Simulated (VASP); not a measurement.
# Ta6N5 (a cell with a defect) in VASP: notebook

The runs below take Ta6N5 (a cell with a defect) through single point, with PBEsol.

Everything below comes from runs of VASP 6.6.1. Logs are shortened: lines on timing, memory, paths and dates and some standing lists are left out, and cuts for length are marked.

## 1. The cell of the first run

The cell holds a defect, 11 atoms: a = 5.178 Å, b = 5.178 Å, c = 5.792 Å, α = 90.00°, β = 90.00°, γ = 120.00°.

## 2. Single point, PBEsol

Input file INCAR:

```
PREC = Accurate ; ENCUT = 520
EDIFF = 1E-7 ; ISMEAR = 1
SIGMA = 0.1 ; LREAL = False
LASPH = True ; NELM = 60
ALGO = Normal ; ISIF = 2
LWAVE = False ; LCHARG = True
GGA = PS ; LELF = True
LVHAR = True ; NBANDS = 56
```

Input file KPOINTS:

```
regular mesh
0
Gamma
  4 4 3
```

Input file POSCAR:

```
Ta6N5
1.0
    5.1783381797     -0.0000000301      0.0000000000
   -2.5891690600      4.4845724303      0.0000000000
    0.0000000000      0.0000000000      5.7917586600
Ta N
6 5
Direct
   -0.0032652388     -0.0048578346     -0.0015115231
    0.3347511243      0.6651801380      0.2482992671
    0.6667762850      0.3331575643      0.2482984397
   -0.0005994119     -0.0021889323      0.4984930101
    0.3347499541      0.6651836811      0.7486840463
    0.6667789008      0.3331614915      0.7486830027
    0.3904428817     -0.0047247162     -0.0015083984
    0.6019652845      0.6003710884     -0.0015095173
   -0.0031301413      0.3888498333     -0.0015072136
    0.4013017365      0.0018166153      0.4984934996
    0.0034119391      0.3997141804      0.4984917835
```

Potentials or basis: VASP PAW PBE potentials, release 64 (Ta_pv, N).

Started as:

```bash
> cat potpaw_PBE.64/Ta_pv/POTCAR potpaw_PBE.64/N/POTCAR > POTCAR
> mpirun -np 1 vasp_std > vasp.out
```

OUTCAR:

```text
PREC = Accurate
   ENCUT = 520
   EDIFF = 1E-7
   ISMEAR = 1
   LREAL = False
   LASPH = True
   NELM = 60
   ISIF = 2
   GGA = PS

 ion  position               nearest neighbor table
   1  0.997  0.995  0.998-   9 2.04   7 2.04   8 2.04   4 2.90   4 2.90   6 3.30   5 3.30   2 3.30
                             3 3.30   5 3.33   6 3.33   3 3.33   2 3.33   5 3.34   2 3.34   6 3.34
   2  0.335  0.665  0.248-  11 2.14   8 2.14   7 2.15  10 2.16   9 2.17   5 2.89   5 2.90   3 2.98
                             3 3.00   3 3.00   1 3.30   4 3.31   4 3.33   1 3.33   4 3.33   1 3.34
   3  0.667  0.333  0.248-  10 2.14   8 2.14   9 2.15  11 2.16   7 2.17   6 2.89   6 2.90   2 2.98
                             2 3.00   2 3.00   1 3.30   4 3.31   4 3.33   1 3.33   4 3.33   1 3.34
   4  0.999  0.998  0.498-  11 2.07  10 2.07   1 2.90   1 2.90   6 3.31   5 3.31   2 3.31   3 3.31
                             2 3.33   5 3.33   6 3.33   3 3.33   6 3.33   3 3.33   5 3.33   2 3.33
   5  0.335  0.665  0.749-  11 2.14   8 2.14   7 2.15  10 2.16   9 2.17   2 2.89   2 2.90   6 2.98
                             6 3.00   6 3.00   1 3.30   4 3.31   4 3.33   1 3.33   4 3.33   1 3.34
   6  0.667  0.333  0.749-  10 2.14   8 2.14   9 2.15  11 2.16   7 2.17   3 2.89   3 2.90   5 2.98
                             5 3.00   5 3.00   1 3.30   4 3.31   4 3.33   1 3.33   4 3.33   1 3.34
   7  0.390  0.995  0.998-   1 2.04   5 2.15   2 2.15   3 2.17   6 2.17
   8  0.602  0.600  0.998-   1 2.04   6 2.14   3 2.14   2 2.14   5 2.14
   9  0.997  0.389  0.998-   1 2.04   3 2.15   6 2.15   2 2.17   5 2.17
  10  0.401  0.002  0.498-   4 2.07   6 2.14   3 2.14   5 2.16   2 2.16
  11  0.003  0.400  0.498-   4 2.07   2 2.14   5 2.14   6 2.16   3 2.16

  LATTYP: Found a hexagonal cell.
 ALAT       =     5.1783381797
 C/A-ratio  =     1.1184589455

  Lattice vectors:

 A1 = (   5.1783381797,  -0.0000000301,   0.0000000000)
 A2 = (  -2.5891690600,   4.4845724303,   0.0000000000)
 A3 = (   0.0000000000,   0.0000000000,   5.7917586600)

Analysis of symmetry for initial positions (statically):
=====================================================================
 Subroutine PRICEL returns:
 Original cell was already a primitive cell.

 Routine SETGRP: Setting up the symmetry group for a
 hexagonal supercell.

 Subroutine GETGRP returns: Found  4 space group operations
 (whereof  1 operations were pure point group operations)
 out of a pool of 24 trial point group operations.

The static configuration has the point symmetry C_1 .
 The point group associated with its full space group is C_2v.

Analysis of symmetry for dynamics (positions and initial velocities):
=====================================================================
 Subroutine PRICEL returns:
 Original cell was already a primitive cell.
[... 132 lines left out ...]
   EFERMI_NEDOS =   21; number of points for ismear=-14 and -15
   IALGO  =     38    algorithm
   IMIX   =      4    mixing-type and parameters
     AMIX     =   0.40;   BMIX     =  1.00
     AMIX_MAG =   1.60;   BMIX_MAG =  1.00
  volume/ion in A,a.u.               =      12.23        82.51
  Fermi-wavevector in a.u.,A,eV,Ry     =   1.437192  2.715898 28.103100  2.065520
  Thomas-Fermi vector in A             =   2.556296
   LORBIT       =      0    0 simple, 1 ext, 2 COOP (PROOUT), +10 PAW based schemes
   GGA     = PS    functional components
   LHFCALC =     F    Hartree Fock is set to
   AEXX    =    0.0000 exact exchange contribution
   IVDW    =     0    specifies the selected vdW correction
   LEPSILON=     F    determine dielectric tensor
   LRPA    =     F    only Hartree local field effects (RPA)
 non-spin polarized calculation
 Methfessel and Paxton  Order N= 1 SIGMA  =   0.10
  energy-cutoff  :      520.00
  volume of cell :      134.50
 maximum number of plane-waves:      3657
 NGX is ok and might be reduce to    40
   NGX = 19   NGY = 19   NGZ = 21

 number of electron      90.9999998 magnetization

 Free energy of the ion-electron system (eV)
  ---------------------------------------------------
  ext. energy  EPLUGINS =         0.00000000
  ---------------------------------------------------
  free energy    TOTEN  =      -130.66321633 eV

  energy without entropy =     -130.66368856  energy(sigma->0) =     -130.66337374

 E-fermi :   7.4262     XC(G=0): -12.9622

 val. band max:        7.3859138444   @ k =  -0.2500   0.5000   0.3333
 cond. band min:       7.4922845282   @ k =   0.5000  -0.0000   0.3333
 fundamental gap:      0.1063706838
 Fermi energy:         7.4261507084

 k-point     1 :       0.0000    0.0000    0.0000
  band No.  band energies     occupation
      1     -28.5809      2.00000
      2     -28.3813      2.00000
      3     -28.2987      2.00000
      4     -28.1647      2.00000
      5     -28.1380      2.00000
      6     -28.0500      2.00000
[... 815 lines left out ...]
     55      10.3504      0.00000
     56      10.4587      0.00000

------------------------ aborting loop because EDIFF is reached ----------------------------------------

  FORCE on cell =-STRESS in cart. coord.  units (eV):
  Direction    XX          YY          ZZ          XY          YZ          ZX
  --------------------------------------------------------------------------------------
  -------------------------------------------------------------------------------------
  Total       -6.9053807     -7.0649730      2.4230942     -0.1382110      0.0000000      0.0000000
  in kB      -82.2576508    -84.1587314     28.8641633     -1.6463841      0.0000000      0.0000000
  external PRESSURE =     -45.8507396 kB  Pullay stress =       0.0000000 kB

 VOLUME and BASIS-vectors are now :
 -----------------------------------------------------------------------------
  energy-cutoff  :      520.00
  volume of cell :      134.50
      direct lattice vectors                 reciprocal lattice vectors
     5.178338180 -0.000000030  0.000000000     0.193112147  0.111493348  0.000000000
    -2.589169060  4.484572430  0.000000000     0.000000001  0.222986699  0.000000000
     0.000000000  0.000000000  5.791758660     0.000000000  0.000000000  0.172659128

 POSITION                                       TOTAL-FORCE (eV/Angst)
 -----------------------------------------------------------------------------------
      2.58484      4.46279      5.78300        -0.000709     -0.001228      0.000000
      0.01119      2.98305      1.43809         0.021580      0.001661      0.020396
      2.59019      1.49407      1.43808        -0.009352      0.019519      0.020396
      2.59173      4.47476      2.88715        -0.021696     -0.037579      0.000000
      0.01118      2.98306      4.33620         0.021580      0.001661     -0.020396
      2.59020      1.49409      4.33619        -0.009352      0.019519     -0.020396
     -0.55509      4.46338      5.78302         0.004361      0.002877      0.000000
      1.56272      2.69241      5.78302        -0.002822     -0.004887      0.000000
      4.15533      1.74383      5.78303         0.000311      0.005215      0.000000
      2.07337      0.00815      2.88715         0.000427     -0.004751      0.000000
     -1.01726      1.79255      2.88714        -0.004329     -0.002006      0.000000
 -----------------------------------------------------------------------------------
    total drift:                                0.016037     -0.009351      0.020457

  FREE ENERGIE OF THE ION-ELECTRON SYSTEM (eV)
  ---------------------------------------------------
  free  energy   TOTEN  =      -130.6632163286 eV

  energy  without entropy=     -130.6636885599  energy(sigma->0) =     -130.66337374
```

Wall time 3.7 min (1 thread of AMD EPYC 7R13, shared host); peak memory 0.27 GiB.

What came out:

```
Free energy            : -130.6632 eV
Pressure               : -4.6 GPa
Largest force          : 0.043 eV/Å
Band gap on the k mesh : zero (an odd number of electrons rules out a gap without spin polarisation)
```

Forces in eV/Å, atoms in the order of the input:
```
Ta  -0.001 -0.001  0.000
Ta   0.022  0.002  0.020
Ta  -0.009  0.020  0.020
Ta  -0.022 -0.038  0.000
Ta   0.022  0.002 -0.020
Ta  -0.009  0.020 -0.020
N    0.004  0.003  0.000
N   -0.003 -0.005  0.000
N    0.000  0.005  0.000
N    0.000 -0.005  0.000
N   -0.004 -0.002  0.000
```

Caveat: the k points lie up to 0.36 Å⁻¹ apart, too coarse for converged energies and pressures of a metal; the PAW data sets were made with another functional, which shifts forces and pressure a little; spin-orbit coupling is left out, which moves the levels of the heavy elements.

## 3. Single point, PBEsol

Input file INCAR:

```
SYSTEM = Ta6N5
  PREC = Accurate
  ENCUT = 520
  EDIFF = 1E-6
  ISMEAR = 1
  SIGMA = 0.1
  LREAL = .FALSE.
  LASPH = .TRUE.
  NELM = 80
  ALGO = Normal
  ISIF = 2
  LWAVE = .FALSE.
  LCHARG = .TRUE.
  GGA = PS
  LELF = .TRUE.
  LVHAR = .TRUE.
  NBANDS = 56
```

Input file KPOINTS:

```
regular mesh
0
G
  4 4 3
  0 0 0
```

Input file POSCAR:

```
Ta6N5
1.0
    5.1783381800     -0.0000000300      0.0000000000
   -2.5891690600      4.4845724300      0.0000000000
    0.0000000000      0.0000000000      5.7917586600
Ta N
6 5
Direct
    0.0034127889     -0.0004560275     -0.0005139143
    0.3332886043      0.6675262316      0.2493425709
    0.6653241690      0.3316061000      0.2493441128
    0.0005064919     -0.0004400019      0.4995100753
    0.3333080913      0.6675323627      0.7496385847
    0.6653311762      0.3315922342      0.7496605228
    0.3982594863     -0.0004334056     -0.0004937487
    0.6095869722      0.6060000065     -0.0005144505
    0.0031495278      0.3930886553     -0.0005081321
    0.5987178337     -0.3983848708      0.4995010987
   -0.0033540836      0.3974738451      0.4995020790
```

Potentials or basis: VASP PAW PBE potentials, release 64 (Ta_pv, N).

Started as:

```bash
> cat potpaw_PBE.64/Ta_pv/POTCAR potpaw_PBE.64/N/POTCAR > POTCAR
> mpirun -np 1 vasp_std > vasp.out
```

OUTCAR:

```text
SYSTEM = Ta6N5
   PREC = Accurate
   ENCUT = 520
   EDIFF = 1E-6
   ISMEAR = 1
   LREAL = .FALSE.
   LASPH = .TRUE.
   NELM = 80
   ISIF = 2
   GGA = PS

 ion  position               nearest neighbor table
   1  0.003  1.000  0.999-   9 2.04   8 2.04   7 2.04   4 2.90   4 2.90   2 3.30   6 3.30   5 3.30
                             3 3.30   6 3.33   3 3.33   2 3.33   5 3.33   5 3.34   6 3.34   2 3.34
   2  0.333  0.668  0.249-  10 2.14   7 2.14   9 2.15  11 2.16   8 2.17   5 2.89   5 2.90   3 2.98
                             3 3.00   3 3.00   1 3.30   4 3.31   4 3.32   1 3.33   4 3.33   1 3.34
   3  0.665  0.332  0.249-  11 2.14   7 2.14   8 2.15  10 2.16   9 2.17   6 2.89   6 2.90   2 2.98
                             2 3.00   2 3.00   1 3.30   4 3.31   4 3.32   1 3.33   4 3.33   1 3.34
[... 1653 lines left out ...]
  volume of cell :      134.50
      direct lattice vectors                 reciprocal lattice vectors
     5.178338180 -0.000000030  0.000000000     0.193112147  0.111493348  0.000000000
    -2.589169060  4.484572430  0.000000000     0.000000001  0.222986699  0.000000000
     0.000000000  0.000000000  5.791758660     0.000000000  0.000000000  0.172659128

 POSITION                                       TOTAL-FORCE (eV/Angst)
 -----------------------------------------------------------------------------------
     -2.57032      4.48253      5.78878        -0.004638      0.000585      0.000800
     -0.00246      2.99357      1.44413        -0.012055      0.017589      0.011449
      2.58669      1.48711      1.44414        -0.011128     -0.019382      0.011887
     -2.58541      4.48260      2.89304         0.051577     -0.000643     -0.001040
     -0.00237      2.99360      4.34173        -0.013795      0.017877     -0.009807
      2.58676      1.48705      4.34185        -0.012378     -0.018865     -0.012986
     -0.52572      4.48263      5.78890        -0.005298     -0.000875     -0.000682
      1.58761      2.71765      5.78878         0.001319     -0.003784      0.000988
     -1.00146      1.76283      5.78882         0.000542      0.005700      0.000271
      1.54268      2.69799      2.89299         0.003012     -0.002107     -0.000411
      4.13184      1.78250      2.89300         0.002843      0.003905     -0.000469
 -----------------------------------------------------------------------------------
    total drift:                                0.000003      0.000014     -0.000224

  FREE ENERGIE OF THE ION-ELECTRON SYSTEM (eV)
  ---------------------------------------------------
  free  energy   TOTEN  =      -130.6631324660 eV

  energy  without entropy=     -130.6634733974  energy(sigma->0) =     -130.66324611
```

stdout:

```text
POSCAR found type information on POSCAR TaN
 POSCAR found :  2 types and      11 ions
 scaLAPACK will be used
 -----------------------------------------------------------------------------
|                                                                             |
|                                                                             |
|     You enforced a specific xc type in the INCAR file but a different       |
|     I HOPE YOU KNOW WHAT YOU ARE DOING!                                     |
|                                                                             |
 -----------------------------------------------------------------------------

 LDA part: xc-table for (Slater+PW92), standard interpolation
 POSCAR, INCAR and KPOINTS ok, starting setup
 FFT: planning ... GRIDC
 FFT: planning ... GRID_SOFT
 FFT: planning ... GRID
 WAVECAR not read
 entering main loop
```

Wall time 5.9 min (1 thread of AMD EPYC 7R13, shared host); peak memory 0.3 GiB.

What came out:

```
Free energy            : -130.6631 eV
Pressure               : -4.6 GPa
Largest force          : 0.052 eV/Å
Band gap on the k mesh : zero (an odd number of electrons rules out a gap without spin polarisation)
```

Forces on the atoms (eV/Å):
```
Ta  -0.005  0.001  0.001
Ta  -0.012  0.018  0.011
Ta  -0.011 -0.019  0.012
Ta   0.052 -0.001 -0.001
Ta  -0.014  0.018 -0.010
Ta  -0.012 -0.019 -0.013
N   -0.005 -0.001 -0.001
N    0.001 -0.004  0.001
N    0.001  0.006  0.000
N    0.003 -0.002  0.000
N    0.003  0.004  0.000
```

Caveat: the k points lie up to 0.36 Å⁻¹ apart, too coarse for converged energies and pressures of a metal; the PAW data sets were made with another functional, which shifts forces and pressure a little; spin-orbit coupling is left out, which moves the levels of the heavy elements.

(Part 1 of 2 ends here.)
